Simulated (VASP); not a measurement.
Input of a VASP 6.6.1 run:

File INCAR:

```
SYSTEM = B15As8
PREC = Accurate
ENCUT = 520
EDIFF = 1E-7
ISMEAR = -1
SIGMA = 0.3447
LREAL = Auto
LASPH = .TRUE.
NELM = 80
ALGO = Normal
ISIF = 2
LWAVE = .FALSE.
LCHARG = .TRUE.
GGA = PE
LELF = .TRUE.
LVHAR = .TRUE.
NBANDS = 60
ISYM = 0
```

Contents of KPOINTS:

```
Automatic mesh
0
Gamma
  1 1 1
  0.25 0.25 0.25
```

Contents of POSCAR:

```
B15As8
1.0
    6.7523970000     -0.0821590000     -0.0565340000
   -0.0821590000      6.5439730000      0.0455560000
   -0.0565340000      0.0455560000      7.1307640000
As B
8 15
Direct
    0.7223725717      0.8971618595      0.7410313264
    0.3675496297      0.6653663051      0.2020233208
    0.5757753921      0.9860326036      1.0594081062
    0.0969809278     -0.1027926701      0.5251188432
   -0.0084752270      0.3620907450      0.6749193292
    0.1611715457      0.1295031535      0.2263489616
    0.3418230856      0.1591250218      0.8184212136
    0.7086780057      0.5355866105      0.4926235420
    0.5533997385      0.4567955346      0.9137133305
    0.7528550015      1.1630791516      0.2101643906
    0.6497034449      0.8203911081      0.2958056945
    0.8728126395      0.6571620952      1.2702916424
    0.0492250089      0.7206533108      0.7115301817
    0.1701598822      0.5558717341      0.8575938744
    0.9179473182      0.4443493094      0.2920087464
    0.3954580812      0.3315977445      0.3673227105
    0.7208990556      0.3981493383      0.7712008441
    0.5887407350      0.1611363687      0.3400496974
    0.4106416935      0.6019177997      0.8688006292
    0.8638911077      0.3498126234      0.0921298413
    0.3449041117      0.8812409306      0.8084801288
    0.1514877029      0.3409517767      0.4001636861
    0.0788234658      0.5834948143      0.4572997390
```

Potentials or basis: VASP PAW PBE potentials, release 64 (As, B).

Launch:

```console
$ cat potpaw_PBE.64/As/POTCAR potpaw_PBE.64/B/POTCAR > POTCAR
$ mpirun -np 1 vasp_std > vasp.out
```

Question: Estimate the largest force.

Answer: 8.451 eV/Å.

Question: What does it give for the pressure?

Answer: 9.8 GPa.

Stress tensor (GPa, compression positive):
```
 6.34  3.40 -1.53
 3.40 12.36 -1.09
-1.53 -1.09 10.61
```

Caveat: the k points lie up to 0.96 Å⁻¹ apart.
